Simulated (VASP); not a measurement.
Here is a VASP 6.6.1 calculation.

Contents of INCAR:

```
PREC = Accurate
ENCUT = 520
EDIFF = 1E-7
ISMEAR = 0
SIGMA = 0.01
LREAL = False
LASPH = True
NELM = 60
ALGO = Normal
ISIF = 2
LWAVE = False
LCHARG = False
NBANDS = 16
```

File KPOINTS:

```
Automatic mesh
0
Gamma
  12 12 6
```

The input POSCAR:

```
SiC
1.0
    3.0563925749      0.0000000000      0.0000000000
   -1.5281962875      2.6469136138      0.0000000000
    0.0000000000      0.0000000000      5.0159842051
Si C
2 2
Direct
    0.0000000000      0.0000000000     -0.0004095312
    0.3333333333      0.6666666667      0.4995904688
    0.0000000000      0.0000000000      0.3754095312
    0.3333333333      0.6666666667      0.8754095312
```

Potentials or basis: VASP PAW LDA potentials, release 64 (Si, C).

Command:

```bash
$ cat potpaw_LDA.64/Si/POTCAR potpaw_LDA.64/C/POTCAR > POTCAR
$ mpirun -np 1 vasp_std > vasp.out
```

Q: Predict the band gap on the k mesh.

A: 2.12 eV, indirect (least direct gap 3.91 eV).

Q: Estimate the pressure.

A: 0.4 GPa.

A k mesh can miss the band edges. Expect the measured gap to be larger: semilocal functionals such as LDA lack the derivative discontinuity.
